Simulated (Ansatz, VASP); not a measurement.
**CaF2: VASP beside Ansatz**

The input INCAR:

```
PREC = Accurate ; ENCUT = 520
EDIFF = 1E-6 ; ISMEAR = 0
SIGMA = 0.05 ; LREAL = False
LASPH = True ; NELM = 120
ALGO = Normal ; ISIF = 2
LWAVE = False ; LCHARG = False
LDIPOL = True ; IDIPOL = 3
DIPOL = 0.5 0.5 0.500 ; GGA = PS
NBANDS = 141 ; GGA_COMPAT = False
NELMDL = -8 ; KPAR = 4
```

Contents of KPOINTS:

```
Automatic mesh
0
Gamma
  7 3 1
```

The input POSCAR:

```
CaF2
1.0
    3.8330589184      0.0000000000      0.0000000000
    0.0000000000      9.3890385042      0.0000000000
    0.0000000000      0.0000000000     24.9585791927
Ca F
10 20
Direct
    0.5000000000      0.6666666667      0.3004978746
    0.0000000000      0.3333333333      0.3448316802
    0.5000000000      0.0000000000      0.3891654859
    0.0000000000      0.6666666667      0.4334992915
    0.5000000000      0.3333333333      0.4778330972
    0.0000000000      0.0000000000      0.5221669028
    0.5000000000      0.6666666667      0.5665007085
    0.0000000000      0.3333333333      0.6108345141
    0.5000000000      0.0000000000      0.6551683198
    0.0000000000      0.6666666667      0.6995021254
    0.5000000000      0.4166666667      0.3004978746
    0.5000000000      0.9166666667      0.3004978746
    0.0000000000      0.0833333333      0.3448316802
    0.0000000000      0.5833333333      0.3448316802
    0.5000000000      0.7500000000      0.3891654859
    0.5000000000      0.2500000000      0.3891654859
    0.0000000000      0.4166666667      0.4334992915
    0.0000000000      0.9166666667      0.4334992915
    0.5000000000      0.0833333333      0.4778330972
    0.5000000000      0.5833333333      0.4778330972
    0.0000000000      0.7500000000      0.5221669028
    0.0000000000      0.2500000000      0.5221669028
    0.5000000000      0.4166666667      0.5665007085
    0.5000000000      0.9166666667      0.5665007085
    0.0000000000      0.0833333333      0.6108345141
    0.0000000000      0.5833333333      0.6108345141
    0.5000000000      0.7500000000      0.6551683198
    0.5000000000      0.2500000000      0.6551683198
    0.0000000000      0.4166666667      0.6995021254
    0.0000000000      0.9166666667      0.6995021254
```

Input for Ansatz:

```yaml
crystal:
  lattice:
    - [3.8330589184, 0.0, 0.0]
    - [0.0, 9.3890385042, 0.0]
    - [0.0, 0.0, 24.9585791927]
  atoms:
    - { symbol: Ca, position: [0.5, 0.6666666667, 0.3004978746] }
    - { symbol: F, position: [0.5, 0.4166666667, 0.3004978746] }
    - { symbol: F, position: [0.5, 0.9166666667, 0.3004978746] }
    - { symbol: Ca, position: [0.0, 0.3333333333, 0.3448316802] }
    - { symbol: F, position: [0.0, 0.0833333333, 0.3448316802] }
    - { symbol: F, position: [0.0, 0.5833333333, 0.3448316802] }
    - { symbol: Ca, position: [0.5, 0.0, 0.3891654859] }
    - { symbol: F, position: [0.5, 0.75, 0.3891654859] }
    - { symbol: F, position: [0.5, 0.25, 0.3891654859] }
    - { symbol: Ca, position: [0.0, 0.6666666667, 0.4334992915] }
    - { symbol: F, position: [0.0, 0.4166666667, 0.4334992915] }
    - { symbol: F, position: [0.0, 0.9166666667, 0.4334992915] }
    - { symbol: Ca, position: [0.5, 0.3333333333, 0.4778330972] }
    - { symbol: F, position: [0.5, 0.0833333333, 0.4778330972] }
    - { symbol: F, position: [0.5, 0.5833333333, 0.4778330972] }
    - { symbol: Ca, position: [0.0, 0.0, 0.5221669028] }
    - { symbol: F, position: [0.0, 0.75, 0.5221669028] }
    - { symbol: F, position: [0.0, 0.25, 0.5221669028] }
    - { symbol: Ca, position: [0.5, 0.6666666667, 0.5665007085] }
    - { symbol: F, position: [0.5, 0.4166666667, 0.5665007085] }
    - { symbol: F, position: [0.5, 0.9166666667, 0.5665007085] }
    - { symbol: Ca, position: [0.0, 0.3333333333, 0.6108345141] }
    - { symbol: F, position: [0.0, 0.0833333333, 0.6108345141] }
    - { symbol: F, position: [0.0, 0.5833333333, 0.6108345141] }
    - { symbol: Ca, position: [0.5, 0.0, 0.6551683198] }
    - { symbol: F, position: [0.5, 0.75, 0.6551683198] }
    - { symbol: F, position: [0.5, 0.25, 0.6551683198] }
    - { symbol: Ca, position: [0.0, 0.6666666667, 0.6995021254] }
    - { symbol: F, position: [0.0, 0.4166666667, 0.6995021254] }
    - { symbol: F, position: [0.0, 0.9166666667, 0.6995021254] }
basis:
  ecutwfc: 420
kpoints:
  mp_grid: { grid: [7, 3, 1] }
hamiltonian:
  xc: pbesol
scf:
  occupations: { method: gaussian, width: 0.05 }
output:
  forces: true
  stress: true
  eigenvalues: true
  write_density: true
  write_potential: true
  elf: true
  volumetric_format: npy
efield:
  axis: 3
  dipole_correction: true
  ramp_width: 0.04
```

Alike in both runs: task single point; functional PBEsol; k mesh 7 × 3 × 1; occupations gaussian, width 0.05 eV; no spin polarisation.

|  | VASP | Ansatz |
| --- | --- | --- |
| version | VASP 6.6.1 | Ansatz 0.2.0 |
| potentials or method | VASP PAW PBE potentials, release 64 (Ca_sv, F), cutoff 520 eV | scalar-relativistic, plane waves, PAW |
| valence electrons in the cell | 240 | 240 |

```tsv
	VASP	Ansatz	Ansatz less VASP
gap on the k mesh at the Fermi level (eV)	3.10	3.12	+0.015
least direct gap on the mesh (eV)	3.17	3.18	+0.013
rms of the force components (eV/Å)	0.641	0.646	+0.0052
```

VASP's potentials were made for PBE, not for PBEsol. Ansatz's warnings: xc potential rough in thin density.
